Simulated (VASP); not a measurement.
MoS2, 3 atoms in the cell. It takes space group P-3m1 (No. 164, trigonal). Conventional cell: a = 3.227 Å, b = 3.227 Å, c = 6.312 Å, α = 90.00°, β = 90.00°, γ = 120.00°. Within 3.3 Å of Mo (site symmetry -3m) lie 6 S at 2.42 Å and 6 Mo at 3.23 Å. Within 3.3 Å of S (site symmetry 3m) lie 3 Mo at 2.42 Å and 6 S at 3.23 Å. 

* Program: VASP 6.6.1
* Task: single point
* Functional: r2SCAN
* Potentials or basis: VASP PAW PBE potentials, release 64 (Mo_sv, S)
* Cutoff: 550 eV
* k mesh: 6 × 6 × 3, shifted
* Occupations: methfessel-paxton, width 0.05 eV
* Spin: no spin polarisation
* Dipole correction: no
* Further INCAR settings: ALGO = Normal; EDIFF = 1e-06; NBANDS = 20; ISYM = 0

Potentials or basis: VASP PAW PBE potentials, release 64 (Mo_sv, S).

Launch:

```console
$ cat potpaw_PBE.64/Mo_sv/POTCAR potpaw_PBE.64/S/POTCAR > POTCAR
$ cp INCAR.step1 INCAR
$ mpirun -np 1 vasp_std > vasp.out
$ cp INCAR.step2 INCAR
$ mpirun -np 1 vasp_std > vasp.out
```

Hardware: 1 thread of Intel(R) Xeon(R) Platinum 8259CL CPU @ 2.50GHz (Skylake/Cascade Lake), with other jobs on the host.

Problem. Estimate the wall time of this run.

Solution. Run time: 9.3 min on 1 thread of Intel(R) Xeon(R) Platinum 8259CL CPU @ 2.50GHz (Skylake/Cascade Lake), on a shared host, peak memory 0.32 GiB. Counts: k points 162.
